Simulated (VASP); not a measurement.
## BeZn9Cd2S12: relaxation of cell and atoms with PBE

The system is BeZn9Cd2S12.

```
CELL_PARAMETERS angstrom
-5.47764 -5.44141 0.01200
-0.01193 5.44134 5.47709
-5.48782 5.46358 -5.48740
ATOMIC_POSITIONS crystal
Be 0.33248 0.66509 0.66745
S 0.34394 0.17098 0.91315
S 0.82655 0.17095 0.91345
S 0.66531 0.33204 0.58959
S 0.17665 0.35471 0.59248
S 0.48787 0.50972 0.23902
S 0.01950 0.50865 0.23937
S 0.33229 0.66524 0.89254
S 0.82654 0.65357 0.91318
S 0.64290 0.82090 0.59251
S 0.17723 0.82016 0.59236
S 0.48888 0.97795 0.23936
S 0.99912 0.99846 0.28273
Zn 0.49546 0.99100 0.99021
Zn 0.83241 0.16519 0.66643
Zn 0.33129 0.16465 0.66611
Zn 0.16989 0.34080 0.34306
Zn 0.49534 0.50219 0.98989
Zn 0.00648 0.50203 0.99022
Zn 0.83269 0.66603 0.66612
Zn 0.65678 0.82765 0.34311
Zn 0.17064 0.82690 0.34287
Cd 0.99922 0.99831 0.01735
Cd 0.66513 0.33234 0.32354
```

```json
{"Program": "VASP 6.6.1", "Task": "relaxation of cell and atoms", "Functional": "PBE", "Potentials or basis": "VASP PAW PBE potentials, release 64 (Be, S, Zn, Cd)", "Cutoff": "600 eV", "k mesh": "3 × 3 × 2", "Occupations": "gaussian, width 0.1 eV", "Spin": "no spin polarisation", "Dipole correction": "no", "Further INCAR settings": "LREAL = Auto; ALGO = Normal; EDIFF = 1e-07; ISYM = 0; IBRION = 2; EDIFFG = -0.04; NSW = 45; ISIF = 3"}
```

- Relaxed volume: 20.58 Å³/atom
- Relaxed cell: a = 7.741 Å, b = 7.741 Å, c = 9.499 Å, α = 90.20°, β = 89.80°, γ = 119.78°
- Space group after relaxing (to 0.1 Å): P3m1 (No. 156)
- Energy gained by relaxing: 0.1 meV/atom
- Ionic steps: 2
- Pressure after relaxing: -0.1 GPa
- Largest force after relaxing: 0.024 eV/Å
- Band gap on the k mesh: 1.89 eV

Forces on the atoms (eV/Å):
```
Be   0.003  0.007  0.001
S   -0.011 -0.009 -0.001
S    0.000 -0.003  0.000
S   -0.011  0.000 -0.010
S   -0.002 -0.014 -0.008
S   -0.011 -0.011 -0.012
S   -0.008 -0.008  0.007
S    0.004 -0.008  0.004
S    0.001 -0.008 -0.010
S   -0.006 -0.013 -0.003
S    0.009  0.017  0.010
S    0.007 -0.007 -0.008
S   -0.015  0.011 -0.015
Zn   0.005  0.008  0.007
Zn   0.005  0.004  0.005
Zn  -0.004  0.000  0.003
Zn   0.001  0.005  0.009
Zn   0.002  0.006  0.000
Zn   0.006  0.006  0.006
Zn   0.002  0.000 -0.004
Zn   0.010  0.003  0.002
Zn   0.004  0.009  0.003
Cd   0.009  0.003  0.009
Cd   0.003  0.002  0.003
```

Stress tensor (GPa, compression positive):
```
-0.13  0.02  0.01
 0.02  0.06  0.02
 0.01  0.02 -0.13
```

The path:
```csv
step,energy change (eV),largest force (eV/Å),pressure (GPa),volume (Å³)
1,0.0000,0.0441,0.25,491.74
2,-0.0033,0.0241,-0.07,494.01
```

Final structure:
```
Be S Zn Cd
1.0
    -5.48777   -5.45994    0.00397
    -0.00404    5.46001    5.48743
    -5.49213    5.46819   -5.49164
Be S Zn Cd
1 12 9 2
Direct
  0.33246 0.66510 0.66751
  0.34403 0.17112 0.91310
  0.82644 0.17107 0.91334
  0.66529 0.33208 0.58966
  0.17665 0.35458 0.59244
  0.48783 0.50975 0.23896
  0.01960 0.50883 0.23921
  0.33224 0.66528 0.89240
  0.82639 0.65347 0.91311
  0.64299 0.82089 0.59247
  0.17707 0.82032 0.59235
  0.48871 0.97787 0.23921
  0.99907 0.99851 0.28293
  0.49550 0.99097 0.99029
  0.83245 0.16516 0.66645
  0.33133 0.16462 0.66611
  0.16996 0.34078 0.34311
  0.49538 0.50215 0.98999
  0.00654 0.50200 0.99029
  0.83274 0.66600 0.66613
  0.65681 0.82759 0.34316
  0.17067 0.82687 0.34292
  0.99926 0.99825 0.01738
  0.66519 0.33228 0.32359
```

Levels at points of the mesh, in eV from the valence-band top:
```
           k point  band 100  band 101  band 102  band 103  band 104  band 105  band 106  band 107
(0.00, 0.00, 0.00)     -0.48     -0.10     -0.02      0.00      1.89      3.07      3.36      3.37
(0.00, 0.00, 0.50)     -0.29     -0.27     -0.19     -0.17      2.85      2.98      3.13      3.14
```

It took 2.3 min on 1 × NVIDIA H100 80GB with 1 thread of AMD EPYC 7R13 Processor (Zen 3), with other jobs on the host, peak memory 1.8 GiB.
